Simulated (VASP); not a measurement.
LiCl, 2 atoms in the cell. Symmetry: Pm-3m, No. 221, cubic system. The conventional cell has a = 3.314 Å, b = 3.314 Å, c = 3.314 Å, α = 90.00°, β = 90.00°, γ = 90.00°. Li (site symmetry m-3m) has 8 Cl at 2.87 Å and 6 Li at 3.31 Å within 3.8 Å. Cl (site symmetry m-3m) has 8 Li at 2.87 Å and 6 Cl at 3.31 Å within 3.8 Å.  This cell differs from its parent crystal: Na replaced by Li, lengths x 0.915, strained.

```yaml
Program: VASP 6.6.1
Task: single point
Functional: PBEsol
Potentials_or_basis: VASP PAW PBE potentials, release 64 (Li_sv, Cl)
Cutoff: 750 eV
k_mesh: 6 × 6 × 6
Occupations: gaussian, width 0.1 eV
Spin: no spin polarisation
Dipole_correction: no
Further_INCAR_settings: ALGO = Normal; EDIFF = 1e-06; NBANDS = 12
```

Potentials or basis: VASP PAW PBE potentials, release 64 (Li_sv, Cl).

Run with:

```sh
$ cat potpaw_PBE.64/Li_sv/POTCAR potpaw_PBE.64/Cl/POTCAR > POTCAR
$ mpirun -np 1 vasp_std > vasp.out
```

Hardware: 1 thread of Intel(R) Xeon(R) 6975P-C (Granite Rapids) (shared host).

Task: Estimate the wall time of this run.

Result: Run time: 5.8 s on 1 thread of Intel(R) Xeon(R) 6975P-C (Granite Rapids) (shared host), peak memory 0.16 GiB. Counts: scf iterations 12, k points 20.
